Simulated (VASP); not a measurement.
# SiGe (P6_3mc) in VASP: a series of runs

The runs below take SiGe through single point, with PBEsol.

Everything below comes from runs of VASP 6.6.1. Logs are shortened: lines on timing, memory, paths and dates and some standing lists are left out, and cuts for length are marked.

## Step 1: The cell of the first run

Symmetry: P6_3mc, No. 186, hexagonal system. The conventional cell has a = 3.830 Å, b = 3.830 Å, c = 6.327 Å, α = 90.00°, β = 90.00°, γ = 120.00°. Within 3.0 Å of Si (site symmetry 3m) lie 4 Ge at 2.30 to 2.51 Å. Within 3.0 Å of Ge (site symmetry 3m) lie 4 Si at 2.30 to 2.51 Å.

## Step 2: Single point, PBEsol (atoms shifted along a free coordinate)

Contents of INCAR:

```
PREC = Accurate
ENCUT = 520
EDIFF = 1E-6
ISMEAR = 0
SIGMA = 0.03
LREAL = F
LASPH = T
NELM = 80
ALGO = Normal
ISIF = 2
LWAVE = F
LCHARG = T
GGA = PS
LELF = T
LVHAR = T
NBANDS = 26
```

Contents of KPOINTS:

```
regular mesh
0
Gamma
  12 12 6
```

Contents of POSCAR:

```
SiGe
1.0
    3.8298598834      0.0000000000      0.0000000000
   -1.9149299417      3.3167559519      0.0000000000
    0.0000000000      0.0000000000      6.3265237446
Si Ge
2 2
Direct
    0.6666666667      0.3333333333      0.8745463082
    0.3333333333      0.6666666667      0.3745463082
    0.6666666667      0.3333333333      0.4771721773
    0.3333333333      0.6666666667     -0.0228278227
```

Potentials or basis: VASP PAW PBE potentials, release 64 (Si, Ge_d).

The run is started by

```console
cat potpaw_PBE.64/Si/POTCAR potpaw_PBE.64/Ge_d/POTCAR > POTCAR
mpirun -np 1 vasp_std > vasp.out
```

OUTCAR:

```text
PREC = Accurate
   ENCUT = 520
   EDIFF = 1E-6
   ISMEAR = 0
   LREAL = F
   LASPH = T
   NELM = 80
   ISIF = 2
   GGA = PS

 ion  position               nearest neighbor table
   1  0.667  0.333  0.875-   4 2.30   4 2.30   4 2.30   3 2.51
   2  0.333  0.667  0.375-   3 2.30   3 2.30   3 2.30   4 2.51
   3  0.667  0.333  0.477-   2 2.30   2 2.30   2 2.30   1 2.51
   4  0.333  0.667  0.977-   1 2.30   1 2.30   1 2.30   2 2.51

  LATTYP: Found a hexagonal cell.
 ALAT       =     3.8298598834
 C/A-ratio  =     1.6518943087

  Lattice vectors:

 A1 = (   3.8298598834,   0.0000000000,   0.0000000000)
 A2 = (  -1.9149299417,   3.3167559519,   0.0000000000)
 A3 = (   0.0000000000,   0.0000000000,   6.3265237446)

Analysis of symmetry for initial positions (statically):
=====================================================================
 Subroutine PRICEL returns:
 Original cell was already a primitive cell.

 Routine SETGRP: Setting up the symmetry group for a
 hexagonal supercell.

 Subroutine GETGRP returns: Found 12 space group operations
 (whereof  6 operations were pure point group operations)
 out of a pool of 24 trial point group operations.

The static configuration has the point symmetry C_3v.
 The point group associated with its full space group is C_6v.

Analysis of symmetry for dynamics (positions and initial velocities):
=====================================================================
 Subroutine PRICEL returns:
 Original cell was already a primitive cell.

 Routine SETGRP: Setting up the symmetry group for a
 hexagonal supercell.

 Subroutine GETGRP returns: Found 12 space group operations
 (whereof  6 operations were pure point group operations)
 out of a pool of 24 trial point group operations.

The dynamic configuration has the point symmetry C_3v.
 The point group associated with its full space group is C_6v.

 Subroutine INISYM returns: Found 12 space group operations
 (whereof  6 operations are pure point group operations),
 and found     1 'primitive' translations

----------------------------------------------------------------------------------------

                                     Primitive cell

  volume of cell :      80.3640

  direct lattice vectors                    reciprocal lattice vectors
     3.829859883  0.000000000  0.000000000     0.261106158  0.150749711  0.000000000
    -1.914929942  3.316755952  0.000000000     0.000000000  0.301499421  0.000000000
     0.000000000  0.000000000  6.326523745     0.000000000  0.000000000  0.158064688

  length of vectors
     3.829859883  3.829859883  6.326523745     0.301499421  0.301499421  0.158064688

  position of ions in fractional coordinates (direct lattice)
     0.666666667  0.333333333  0.874546308
     0.333333333  0.666666667  0.374546308
     0.666666667  0.333333333  0.477172177
     0.333333333  0.666666667  0.977172177

  ion indices of the primitive-cell ions
   primitive index   ion index
                 1           1
                 2           2
                 3           3
                 4           4

----------------------------------------------------------------------------------------

 KPOINTS: regular mesh

Automatic generation of k-mesh.
 Grid dimensions read from file:
 generate k-points for:   12   12    6

 Generating k-lattice:

  Cartesian coordinates                     Fractional coordinates (reciprocal lattice)
     0.021758847  0.012562476  0.000000000     0.083333333  0.000000000  0.000000000
     0.000000000  0.025124952  0.000000000     0.000000000  0.083333333  0.000000000
     0.000000000  0.000000000  0.026344115     0.000000000  0.000000000  0.166666667

  Length of vectors
     0.025124952  0.025124952  0.026344115

  Shift w.r.t. Gamma in fractional coordinates (k-lattice)
     0.000000000  0.000000000  0.000000000

 Subroutine IBZKPT returns following result:
 ===========================================

 Found     76 irreducible k-points:

 Following reciprocal coordinates:
            Coordinates               Weight
  0.000000  0.000000  0.000000      1.000000
  0.083333 -0.000000  0.000000      6.000000
  0.166667  0.000000  0.000000      6.000000
  0.250000  0.000000  0.000000      6.000000
  0.333333  0.000000  0.000000      6.000000
  0.416667  0.000000  0.000000      6.000000
[... 16 lines left out ...]
  0.250000  0.000000  0.166667     12.000000
  0.333333  0.000000  0.166667     12.000000
 [... further k-points ...]
   k-points           NKPTS =     76   k-points in BZ     NKDIM =     76   number of bands    NBANDS=     26
   number of dos      NEDOS =    301   number of ions     NIONS =      4
   total plane-waves  NPLWV =  37632
   dimension x,y,z NGX =    28 NGY =   28 NGZ =   48
   dimension x,y,z NGXF=    56 NGYF=   56 NGZF=   96
   ions per type =               2   2
   NGX,Y,Z   is equivalent  to a cutoff of  12.15, 12.15, 12.61 a.u.
   NGXF,Y,Z  is equivalent  to a cutoff of  24.31, 24.31, 25.23 a.u.
 SYSTEM =  unknown system
   PREC   = accura    normal or accurate (medium, high low for compatibility)
   ISTART =      0    job   : 0-new  1-cont  2-samecut
   ICHARG =      2    charge: 1-file 2-atom 10-const
   ISPIN  =      1    spin polarized calculation?
   LNONCOLLINEAR =      F non collinear calculations
   LSORBIT =      F    spin-orbit coupling
   LASPH  =      T    aspherical Exc in radial PAW
   ENCUT  =  520.0 eV  38.22 Ry    6.18 a.u.   7.12  7.12 11.76*2*pi/ulx,y,z
   NELM   =     80;   NELMIN=  2; NELMDL= -5     # of ELM steps
   EDIFF  = 0.1E-05   stopping-criterion for ELM
   LREAL  =      F    real-space projection
   EDIFFG = 0.1E-04   stopping-criterion for IOM
   NSW    =      0    number of steps for IOM
   IBRION =     -1    ionic relax: 0-MD 1-quasi-New 2-CG
   NFREE  =      0    steps in history (QN), initial steepest desc. (CG)
   ISIF   =      2    stress and relaxation
   ISYM   =      2    0-nonsym 1-usesym 2-fastsym
   POTIM  = 0.5000    time-step for ionic-motion
   TEBEG  =    0.0;   TEEND  =   0.0 temperature during run
   PSTRESS=    0.0 pullay stress
   NELECT =      36.0000    total number of electrons
   NUPDOWN=      -1.0000    fix difference up-down
   EMIN   =  10.00;   EMAX   =-10.00  energy-range for DOS
   EFERMI =   0.00;   METHOD = LEGACY
   ISMEAR =     0;   SIGMA  =   0.03  broadening in eV -4-tet -1-fermi 0-gaus
   EFERMI_NEDOS =   21; number of points for ismear=-14 and -15
   IALGO  =     38    algorithm
   IMIX   =      4    mixing-type and parameters
     AMIX     =   0.40;   BMIX     =  1.00
     AMIX_MAG =   1.60;   BMIX_MAG =  1.00
  volume/ion in A,a.u.               =      20.09       135.58
  Fermi-wavevector in a.u.,A,eV,Ry     =   1.252627  2.367122 21.348558  1.569075
  Thomas-Fermi vector in A             =   2.386518
   LORBIT       =      0    0 simple, 1 ext, 2 COOP (PROOUT), +10 PAW based schemes
   GGA     = PS    functional components
   LHFCALC =     F    Hartree Fock is set to
   AEXX    =    0.0000 exact exchange contribution
   IVDW    =     0    specifies the selected vdW correction
   LEPSILON=     F    determine dielectric tensor
   LRPA    =     F    only Hartree local field effects (RPA)
 non-spin polarized calculation
 Gauss-broadening in eV      SIGMA  =   0.03
  energy-cutoff  :      520.00
  volume of cell :       80.36
 maximum number of plane-waves:      2200
   NGX = 15   NGY = 15   NGZ = 23

 number of electron      36.0000018 magnetization

 Free energy of the ion-electron system (eV)
  ---------------------------------------------------
  ext. energy  EPLUGINS =         0.00000000
  ---------------------------------------------------
  free energy    TOTEN  =       -20.94020217 eV

  energy without entropy =      -20.93998819  energy(sigma->0) =      -20.94009518

 E-fermi :   6.2831     XC(G=0): -10.1199

 val. band max:        6.1972453359   @ k =   0.5000   0.0000   0.0000
 cond. band min:       6.2911045193   @ k =   0.5000   0.0000   0.1667
 fundamental gap:      0.0938591834
 Fermi energy:         6.2830915460

 k-point     1 :       0.0000    0.0000    0.0000
  band No.  band energies     occupation
      1     -18.4889      2.00000
      2     -18.4889      2.00000
      3     -18.4865      2.00000
      4     -18.4865      2.00000
      5     -18.4833      2.00000
      6     -18.4820      2.00000
[... 18 lines left out ...]
     25      10.2349      0.00000
     26      12.8334      0.00000

 k-point     2 :       0.0833   -0.0000    0.0000
  band No.  band energies     occupation
      1     -18.4892      2.00000
      2     -18.4883      2.00000
      3     -18.4876      2.00000
      4     -18.4858      2.00000
      5     -18.4819      2.00000
      6     -18.4814      2.00000
[... 18 lines left out ...]
     25      10.5671      0.00000
     26      12.1267      0.00000

 k-point     3 :       0.1667    0.0000    0.0000
  band No.  band energies     occupation
      1     -18.4903      2.00000
      2     -18.4891      2.00000
      3     -18.4866      2.00000
      4     -18.4839      2.00000
      5     -18.4801      2.00000
      6     -18.4789      2.00000
[... 18 lines left out ...]
     25      11.4339      0.00000
     26      11.4362      0.00000

 k-point     4 :       0.2500    0.0000    0.0000
  band No.  band energies     occupation
      1     -18.4922      2.00000
      2     -18.4901      2.00000
      3     -18.4844      2.00000
      4     -18.4815      2.00000
      5     -18.4782      2.00000
      6     -18.4757      2.00000
[... 18 lines left out ...]
     25      12.5073      0.00000
     26      12.6806      0.00000
[... 496 lines left out ...]
      1     -18.4902      2.00000
      2     -18.4891      2.00000
      3     -18.4864      2.00000
      4     -18.4841      2.00000
      5     -18.4801      2.00000
      6     -18.4790      2.00000
[... 18 lines left out ...]
     25      11.2482      0.00000
     26      11.9204      0.00000

 k-point    23 :       0.2500    0.0000    0.1667
  band No.  band energies     occupation
      1     -18.4921      2.00000
      2     -18.4902      2.00000
      3     -18.4842      2.00000
      4     -18.4817      2.00000
      5     -18.4781      2.00000
      6     -18.4759      2.00000
[... 18 lines left out ...]
     25      12.4068      0.00000
     26      12.6321      0.00000

 k-point    24 :       0.3333    0.0000    0.1667
  band No.  band energies     occupation
      1     -18.4938      2.00000
      2     -18.4912      2.00000
      3     -18.4822      2.00000
      4     -18.4793      2.00000
      5     -18.4761      2.00000
      6     -18.4732      2.00000
[... 18 lines left out ...]
     25      13.2410      0.00000
     26      13.5336      0.00000

 [... further k-points ...]

------------------------ aborting loop because EDIFF is reached ----------------------------------------

  FORCE on cell =-STRESS in cart. coord.  units (eV):
  Direction    XX          YY          ZZ          XY          YZ          ZX
  --------------------------------------------------------------------------------------
  -------------------------------------------------------------------------------------
  Total        4.4934573      4.4934573     -0.2900390      0.0000000      0.0000000     -0.0000000
  in kB       89.5838361     89.5838361     -5.7823635      0.0000000      0.0000000     -0.0000000
  external PRESSURE =      57.7951029 kB  Pullay stress =       0.0000000 kB

 VOLUME and BASIS-vectors are now :
 -----------------------------------------------------------------------------
  energy-cutoff  :      520.00
  volume of cell :       80.36
      direct lattice vectors                 reciprocal lattice vectors
     3.829859883  0.000000000  0.000000000     0.261106158  0.150749711  0.000000000
    -1.914929942  3.316755952  0.000000000     0.000000000  0.301499421  0.000000000
     0.000000000  0.000000000  6.326523745     0.000000000  0.000000000  0.158064688

 POSITION                                       TOTAL-FORCE (eV/Angst)
 -----------------------------------------------------------------------------------
      1.91493      1.10559      5.53284         0.000000      0.000000     -1.528326
     -0.00000      2.21117      2.36958         0.000000      0.000000     -1.528326
      1.91493      1.10559      3.01884         0.000000     -0.000000      1.528326
     -0.00000      2.21117      6.18210        -0.000000      0.000000      1.528326
 -----------------------------------------------------------------------------------
    total drift:                               -0.000001     -0.000001     -0.000942

  FREE ENERGIE OF THE ION-ELECTRON SYSTEM (eV)
  ---------------------------------------------------
  free  energy   TOTEN  =       -20.9402021719 eV

  energy  without entropy=      -20.9399881861  energy(sigma->0) =      -20.94009518
```

It took 55 s on 1 thread of Intel Xeon 6975P-C (Granite Rapids), shared host; peak memory 0.27 GiB.

Results:

```
Free energy            : -20.9402 eV
Pressure               : 5.8 GPa
Largest force          : 1.528 eV/Å
Band gap on the k mesh : zero (bands 18 and 19 overlap by 0.25 eV)
```

Forces in eV/Å, atoms in the order of the input:
```
Si   0.000  0.000 -1.528
Si   0.000  0.000 -1.528
Ge   0.000  0.000  1.528
Ge   0.000  0.000  1.528
```

Levels at points of the mesh, in eV from the Fermi level:
```tsv
k point	band 16	band 17	band 18	band 19	band 20	band 21
(0.00, 0.00, 0.00)	-0.55	-0.55	0.13	0.34	1.55	1.99
(0.50, 0.00, 0.00)	-3.68	-2.99	-2.16	-0.09	1.79	3.58
(0.00, 0.00, 0.50)	-1.40	-1.40	-1.40	0.94	0.94	2.86
(0.50, 0.00, 0.50)	-3.05	-2.54	-2.54	0.54	0.54	1.26
```

Caveat: the cell differs from its parent crystal (atoms shifted along a free coordinate); the cell stands under pressure; semilocal functionals underestimate gaps, so a narrow gap can read as zero; the PAW data sets were made with another functional, which shifts forces and pressure a little.

## Step 3: Single point, PBEsol (atoms shifted along a free coordinate)

Contents of INCAR:

```
SYSTEM = SiGe
  PREC = Accurate
  ENCUT = 520
  EDIFF = 1E-7
  ISMEAR = 0
  SIGMA = 0.03
  LREAL = .False.
  LASPH = .True.
  NELM = 100
  ALGO = Normal
  ISIF = 2
  LWAVE = .False.
  LCHARG = .False.
  GGA = PS
  NBANDS = 26
```

Contents of KPOINTS:

```
Automatic mesh
0
Gamma
  12 12 6
  0 0 0
```

Changes to POSCAR since step 2:

```diff
@@ -10,3 +10,3 @@
     0.3333333333      0.6666666667      0.3745463082
-    0.6666666667      0.3333333333      0.4771721773
-    0.3333333333      0.6666666667     -0.0228278227
+    0.6666666667      0.3333333333      0.5159730348
+    0.3333333333      0.6666666667      0.0159730348
```

Potentials or basis: VASP PAW PBE potentials, release 64 (Si, Ge_d).

The run is started by

```console
cat potpaw_PBE.64/Si/POTCAR potpaw_PBE.64/Ge_d/POTCAR > POTCAR
mpirun -np 1 vasp_std > vasp.out
```

Run time: 57 s. Hardware: 1 thread of Intel Xeon 6975P-C (Granite Rapids), shared host; peak memory 0.27 GiB.

Results (log left out):

* Free energy: -21.0555 eV
* Pressure: 5.2 GPa
* Largest force: 1.493 eV/Å
* Band gap on the k mesh: zero (filled and empty bands touch)

Forces in eV/Å, atoms in the order of the input:
```
Si   0.000  0.000  1.493
Si   0.000  0.000  1.493
Ge   0.000  0.000 -1.493
Ge   0.000  0.000 -1.493
```

Stress tensor (GPa, compression positive):
```
 2.42  0.00  0.00
 0.00  2.42  0.00
 0.00  0.00 10.79
```

Levels at points of the mesh, in eV from the Fermi level:
```tsv
k point	band 15	band 16	band 17	band 18	band 19	band 20	band 21	band 22
(0.00, 0.00, 0.00)	-1.87	-1.15	0.02	0.02	0.49	1.59	1.59	1.72
(0.50, 0.00, 0.00)	-5.57	-3.82	-3.56	-1.61	0.10	1.90	2.49	2.59
(0.00, 0.00, 0.50)	-1.18	-1.18	-1.18	-1.18	1.33	1.33	2.86	2.86
(0.50, 0.00, 0.50)	-3.22	-3.22	-2.82	-2.82	0.27	0.27	1.60	1.60
```

Caveat: the cell differs from its parent crystal (atoms shifted along a free coordinate); the cell stands under pressure; semilocal functionals underestimate gaps, so a narrow gap can read as zero; the PAW data sets were made with another functional, which shifts forces and pressure a little.
